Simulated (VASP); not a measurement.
# Ta3Cd (P6_3/mmc) in VASP: a series of runs, part 2 of 2

VASP 6.6.1. Earlier steps stand in the parts before.

## 3. Relaxation of cell and atoms, PBE

File INCAR:

```
PREC = Accurate
ENCUT = 600
EDIFF = 1E-6
ISMEAR = 0
SIGMA = 0.1
LREAL = F
LASPH = T
NELM = 100
ALGO = Fast
ISIF = 3
LWAVE = F
LCHARG = F
GGA = PE
IBRION = 2
NSW = 90
EDIFFG = -0.04
```

File KPOINTS:

```
Automatic mesh
0
Gamma
  3 3 4
```

File POSCAR:

```
Ta3Cd
1.0
    5.9968226717      0.0000000000      0.0000000000
   -2.9984113359      5.1934007757      0.0000000000
    0.0000000000      0.0000000000      4.8133754577
Ta Cd
6 2
Direct
    0.8330000000      0.6660000000      0.2500000000
    0.1670000000      0.8330000000      0.7500000000
    0.3340000000      0.1670000000      0.2500000000
    0.1670000000      0.3340000000      0.7500000000
    0.8330000000      0.1670000000      0.2500000000
    0.6660000000      0.8330000000      0.7500000000
    0.3333333333      0.6666666667      0.2500000000
    0.6666666667      0.3333333333      0.7500000000
```

Potentials or basis: VASP PAW PBE potentials, release 64 (Ta_pv, Cd).

Command:

```bash
cat potpaw_PBE.64/Ta_pv/POTCAR potpaw_PBE.64/Cd/POTCAR > POTCAR
mpirun -np 1 vasp_std > vasp.out
```

OUTCAR:

```text
PREC = Accurate
   ENCUT = 600
   EDIFF = 1E-6
   ISMEAR = 0
   LREAL = F
   LASPH = T
   NELM = 100
   ISIF = 3
   GGA = PE
   IBRION = 2
   NSW = 90
   EDIFFG = -0.04

 ion  position               nearest neighbor table
   1  0.833  0.666  0.250-   8 2.96   8 2.96   2 2.97   2 2.97   6 2.97   6 2.97   3 2.99   5 2.99
                             7 3.00   7 3.00   3 3.00   5 3.00
   2  0.167  0.833  0.750-   7 2.96   7 2.96   1 2.97   1 2.97   3 2.97   3 2.97   6 2.99   4 2.99
                             8 3.00   8 3.00   6 3.00   4 3.00
   3  0.334  0.167  0.250-   8 2.96   8 2.96   2 2.97   2 2.97   4 2.97   4 2.97   1 2.99   5 2.99
                             7 3.00   7 3.00   1 3.00   5 3.00
   4  0.167  0.334  0.750-   7 2.96   7 2.96   5 2.97   5 2.97   3 2.97   3 2.97   6 2.99   2 2.99
                             8 3.00   8 3.00   6 3.00   2 3.00
   5  0.833  0.167  0.250-   8 2.96   8 2.96   4 2.97   4 2.97   6 2.97   6 2.97   3 2.99   1 2.99
                             7 3.00   7 3.00   3 3.00   1 3.00
   6  0.666  0.833  0.750-   7 2.96   7 2.96   5 2.97   5 2.97   1 2.97   1 2.97   4 2.99   2 2.99
                             8 3.00   8 3.00   4 3.00   2 3.00
   7  0.333  0.667  0.250-   2 2.96   2 2.96   6 2.96   6 2.96   4 2.96   4 2.96   1 3.00   3 3.00
                             5 3.00   5 3.00   1 3.00   3 3.00
   8  0.667  0.333  0.750-   5 2.96   5 2.96   3 2.96   3 2.96   1 2.96   1 2.96   4 3.00   6 3.00
                             2 3.00   2 3.00   4 3.00   6 3.00

  LATTYP: Found a hexagonal cell.
 ALAT       =     5.9968226717
 C/A-ratio  =     0.8026542923

  Lattice vectors:

 A1 = (   5.9968226717,   0.0000000000,   0.0000000000)
 A2 = (  -2.9984113359,   5.1934007757,   0.0000000000)
 A3 = (   0.0000000000,   0.0000000000,   4.8133754577)

Analysis of symmetry for initial positions (statically):
=====================================================================
 Subroutine PRICEL returns:
 Original cell was already a primitive cell.

 Routine SETGRP: Setting up the symmetry group for a
 hexagonal supercell.

 Subroutine GETGRP returns: Found 24 space group operations
 (whereof 12 operations were pure point group operations)
 out of a pool of 24 trial point group operations.

The static configuration has the point symmetry D_3d.
[... 126 lines left out ...]
   ISMEAR =     0;   SIGMA  =   0.10  broadening in eV -4-tet -1-fermi 0-gaus
   EFERMI_NEDOS =   21; number of points for ismear=-14 and -15
   IALGO  =     68    algorithm
   IMIX   =      4    mixing-type and parameters
     AMIX     =   0.40;   BMIX     =  1.00
     AMIX_MAG =   1.60;   BMIX_MAG =  1.00
  volume/ion in A,a.u.               =      18.74       126.45
  Fermi-wavevector in a.u.,A,eV,Ry     =   1.381067  2.609838 25.951018  1.907346
  Thomas-Fermi vector in A             =   2.505886
   LORBIT       =      0    0 simple, 1 ext, 2 COOP (PROOUT), +10 PAW based schemes
   GGA     = PE    functional components
   LHFCALC =     F    Hartree Fock is set to
   AEXX    =    0.0000 exact exchange contribution
   IVDW    =     0    specifies the selected vdW correction
   LEPSILON=     F    determine dielectric tensor
   LRPA    =     F    only Hartree local field effects (RPA)
 conjugate gradient relaxation of ions
 non-spin polarized calculation
 RMM-DIIS sequential band-by-band and
 Gauss-broadening in eV      SIGMA  =   0.10
  energy-cutoff  :      600.00
  volume of cell :      149.91
 maximum number of plane-waves:      5019
 NGX is ok and might be reduce to    48
   NGX = 23   NGY = 23   NGZ = 19

--------------------------------------- Ionic step        1  -------------------------------------------

 number of electron      89.9999978 magnetization

 Free energy of the ion-electron system (eV)
  ---------------------------------------------------
  ext. energy  EPLUGINS =         0.00000000
  ---------------------------------------------------
  free energy    TOTEN  =       -69.88717290 eV

  energy without entropy =      -69.82804897  energy(sigma->0) =      -69.85761094

------------------------ aborting loop because EDIFF is reached ----------------------------------------

  FORCE on cell =-STRESS in cart. coord.  units (eV):
  Direction    XX          YY          ZZ          XY          YZ          ZX
  --------------------------------------------------------------------------------------
  -------------------------------------------------------------------------------------
  Total       -1.4860798     -1.4860798      1.1964030      0.0000000     -0.0000000     -0.0000000
  in kB      -15.8829044    -15.8829044     12.7869011      0.0000000     -0.0000000     -0.0000000
  external PRESSURE =      -6.3263026 kB  Pullay stress =       0.0000000 kB
[... 239 lines left out ...]
--------------------------------------- Ionic step        7  -------------------------------------------

 number of electron      90.0000003 magnetization

 Free energy of the ion-electron system (eV)
  ---------------------------------------------------
  ext. energy  EPLUGINS =         0.00000000
  ---------------------------------------------------
  free energy    TOTEN  =       -70.08595322 eV

  energy without entropy =      -70.04414312  energy(sigma->0) =      -70.06504817

 E-fermi :   5.0308     XC(G=0): -12.2541

 val. band max:        4.9451723985   @ k =   0.0000   0.0000   0.5000
 cond. band min:       5.0738530176   @ k =   0.3333  -0.0000   0.0000
 fundamental gap:      0.1286806191
 Fermi energy:         5.0308236326

 k-point     1 :       0.0000    0.0000    0.0000
  band No.  band energies     occupation
      1     -29.6331      2.00000
      2     -29.5865      2.00000
      3     -29.4584      2.00000
      4     -29.3682      2.00000
      5     -29.3682      2.00000
      6     -29.3130      2.00000
[... 537 lines left out ...]
  FREE ENERGIE OF THE ION-ELECTRON SYSTEM (eV)
  ---------------------------------------------------
  free  energy   TOTEN  =       -70.0859532240 eV

  energy  without entropy=      -70.0441431184  energy(sigma->0) =      -70.06504817

 reached required accuracy - stopping structural energy minimisation
```

OSZICAR:

```text
N       E                     dE             d eps       ncg     rms          rms(c)
DAV:   1     0.995379566261E+03    0.99538E+03   -0.53867E+04   972   0.193E+03
DAV:   2    -0.186060111157E+02   -0.10140E+04   -0.99193E+03  1010   0.554E+02
DAV:   3    -0.713595287179E+02   -0.52754E+02   -0.50789E+02  1182   0.113E+02
[... 73 lines left out ...]
RMM:   3    -0.700857767543E+02    0.45095E-02   -0.11752E-02   992   0.446E-01    0.102E-01
RMM:   4    -0.700859216354E+02   -0.14488E-03   -0.27014E-03  1118   0.184E-01    0.861E-02
RMM:   5    -0.700859504671E+02   -0.28832E-04   -0.41919E-04  1157   0.752E-02    0.643E-02
RMM:   6    -0.700859523636E+02   -0.18965E-05   -0.82016E-05  1092   0.428E-02    0.165E-02
RMM:   7    -0.700859525171E+02   -0.15352E-06   -0.26301E-05  1101   0.220E-02    0.396E-03
RMM:   8    -0.700859532240E+02   -0.70690E-06   -0.57235E-06   736   0.920E-03
   7 F= -.70085953E+02 E0= -.70065048E+02  d E =-.237583E-02
```

Run time: 10 min. Hardware: 1 thread of Oxide Virtual Turin-like, shared host; peak memory 0.31 GiB.

What came out:

| Property | Result |
| --- | --- |
| Free energy | -70.0860 eV |
| Relaxed volume | 18.80 Å³/atom |
| Relaxed cell | a = 5.962 Å, b = 5.962 Å, c = 4.887 Å, α = 90.00°, β = 90.00°, γ = 120.00° |
| Space group after relaxing (to 0.1 Å) | P6_3/mmc (No. 194) |
| Energy gained by relaxing | 24.8 meV/atom |
| Ionic steps | 7 |
| Pressure after relaxing | -0.1 GPa |
| Largest force after relaxing | 0.033 eV/Å |
| Band gap on the k mesh | zero (bands 45 and 46 overlap by 0.64 eV) |

Forces on the atoms (eV/Å):
```
Ta   0.000  0.033  0.000
Ta  -0.029  0.017  0.000
Ta  -0.029 -0.017  0.000
Ta   0.000 -0.033  0.000
Ta   0.029 -0.017  0.000
Ta   0.029  0.017  0.000
Cd   0.000  0.000  0.000
Cd   0.000  0.000  0.000
```

The path:
| step | energy change (eV) | largest force (eV/Å) | pressure (GPa) | volume (Å³) |
| --- | --- | --- | --- | --- |
| 1 | 0.0000 | 0.7764 | -0.63 | 149.91 |
| 2 | -0.1525 | 0.3891 | 1.58 | 148.29 |
| 3 | -0.1702 | 0.1113 | 2.84 | 147.57 |
| 4 | -0.1424 | 0.1314 | -3.34 | 154.17 |
| 5 | -0.1964 | 0.0117 | 0.17 | 150.20 |
| 6 | -0.1964 | 0.0097 | 0.24 | 150.15 |
| 7 | -0.1988 | 0.0335 | -0.12 | 150.43 |

Final structure:
```
CELL_PARAMETERS angstrom
5.96181 0.00000 0.00000
-2.98090 5.16308 0.00000
0.00000 0.00000 4.88693
ATOMIC_POSITIONS crystal
Ta 0.83930 0.67859 0.25000
Ta 0.16070 0.83930 0.75000
Ta 0.32141 0.16070 0.25000
Ta 0.16070 0.32141 0.75000
Ta 0.83930 0.16070 0.25000
Ta 0.67859 0.83930 0.75000
Cd 0.33333 0.66667 0.25000
Cd 0.66667 0.33333 0.75000
```

Caveat: the k points lie up to 0.41 Å⁻¹ apart in the final cell, too coarse for converged energies and pressures of a metal; spin-orbit coupling is left out, which moves the levels of the heavy elements.

The gap in the log of VASP goes by the Fermi energy; the results here count the filled bands.